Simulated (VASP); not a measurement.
Write the native input for VASP 6.6.1 that does the following.

* Task: relaxation of cell and atoms
* Functional: PBE
* Potentials or basis: VASP PAW PBE potentials, release 64 (Be, C)
* Cutoff: 600 eV
* k mesh: 10 × 10 × 10
* Occupations: fermi-dirac, width 0.02 eV
* Spin: no spin polarisation
* Dipole correction: no
* Further INCAR settings: ALGO = Normal; EDIFF = 1e-07; IBRION = 2; EDIFFG = -0.005; NSW = 80; ISIF = 3

The structure of Be2C lies in POSCAR:

```
Be2C
1.0
    0.0000000000      2.1622559729      2.1622559729
    2.1622559729      0.0000000000      2.1622559729
    2.1622559729      2.1622559729      0.0000000000
Be C
2 1
Direct
    0.7500000000      0.7500000000      0.7500000000
    0.2500000000      0.2500000000      0.2500000000
    0.0000000000      0.0000000000      0.0000000000
```

These files were run (other wordings do the same):

INCAR

```
SYSTEM = Be2C
PREC     = Accurate       ! precision mode
ENCUT    = 600            ! plane-wave cutoff, eV
EDIFF    = 1E-7           ! SCF threshold, eV
ISMEAR   = -1             ! smearing method
SIGMA    = 0.02           ! smearing width, eV
LREAL    = .FALSE.        ! projectors in reciprocal space
LASPH    = .TRUE.         ! aspherical terms in the spheres
NELM     = 120            ! most SCF steps
ALGO     = Normal         ! electronic algorithm
ISIF     = 3              ! what is computed and relaxed
LWAVE    = .FALSE.        ! write WAVECAR
LCHARG   = .FALSE.        ! write CHGCAR
GGA      = PE             ! functional
IBRION   = 2              ! ionic algorithm
NSW      = 80             ! ionic steps
EDIFFG   = -0.005         ! ionic threshold
GGA_COMPAT= .FALSE.      
NELMIN   = 4
```

KPOINTS

```
regular mesh
0
G
  10 10 10
  0 0 0
```

Potentials or basis: VASP PAW PBE potentials, release 64 (Be, C).

Launch:

```bash
$ cat potpaw_PBE.64/Be/POTCAR potpaw_PBE.64/C/POTCAR > POTCAR
$ mpirun -np 1 vasp_std > vasp.out
```

It gave:

The relaxed volume is 6.77 Å³/atom. The relaxed cell is a = 3.062 Å, b = 3.062 Å, c = 3.062 Å, α = 60.00°, β = 60.00°, γ = 60.00°, the space group after relaxing (to 0.05 Å) is Fm-3m (No. 225) and the energy gained by relaxing is 0.1 meV/atom. The ionic steps are 3. The pressure after relaxing is 0.0 GPa. The band gap on the k mesh is 1.16 eV, indirect (least direct gap 4.13 eV).

Run time: 6.5 s on 1 thread of Intel(R) Xeon(R) 6975P-C (Granite Rapids), on a shared host, peak memory 0.13 GiB.
